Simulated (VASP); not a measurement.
Set up this calculation in VASP 6.6.1, as the native input.

```
Task                   : relaxation of cell and atoms
Functional             : PBE
Potentials or basis    : VASP PAW PBE potentials, release 64 (Pb_d, O)
Cutoff                 : 600 eV
k mesh                 : 12 × 12 × 8
Occupations            : gaussian, width 0.05 eV
Spin                   : no spin polarisation
Dipole correction      : no
Further INCAR settings : ALGO = Normal; EDIFF = 1e-06; IBRION = 2; EDIFFG = -0.01; NSW = 80; ISIF = 3
```

The structure of PbO2 lies in POSCAR:

```
PbO2
1.0
    3.0802341871      0.0000000000      0.0000000000
   -1.5401170936      2.6675610556      0.0000000000
    0.0000000000      0.0000000000      4.9690570377
Pb O
1 2
Direct
    0.0000000000      0.0000000000      0.0000000000
    0.3333333333      0.6666666667      0.2520000000
    0.6666666667      0.3333333333      0.7480000000
```

These files were run (other wordings do the same):

INCAR

```
SYSTEM = PbO2
PREC = Accurate
ENCUT = 600
EDIFF = 1E-6
ISMEAR = 0
SIGMA = 0.05
LREAL = .False.
LASPH = .True.
NELM = 80
ALGO = Normal
ISIF = 3
LWAVE = .False.
LCHARG = .False.
GGA = PE
IBRION = 2
NSW = 80
EDIFFG = -0.01
```

KPOINTS

```
regular mesh
0
Gamma
  12 12 8
  0 0 0
```

Potentials or basis: VASP PAW PBE potentials, release 64 (Pb_d, O).

Command:

```sh
$ cat potpaw_PBE.64/Pb_d/POTCAR potpaw_PBE.64/O/POTCAR > POTCAR
$ mpirun -np 1 vasp_std > vasp.out
```

Results of the run:

The relaxed volume is 17.40 Å³/atom. The relaxed cell is a = 3.416 Å, b = 3.416 Å, c = 5.164 Å, α = 90.00°, β = 90.00°, γ = 120.00°, the space group after relaxing (to 0.1 Å) is P-3m1 (No. 164) and the energy gained by relaxing is 316.5 meV/atom. The ionic steps are 27, the pressure after relaxing is 0.1 GPa and the largest force after relaxing is 0.003 eV/Å. The band gap on the k mesh is 0.78 eV (least direct gap 0.98 eV).

Caveat: the volume moved by over 15 % at a fixed basis, so the end points are rough; spin-orbit coupling is left out, which moves the levels of the heavy elements.

It took 20 min on 1 thread of Intel Xeon 8259CL, on a shared host, peak memory 0.28 GiB.
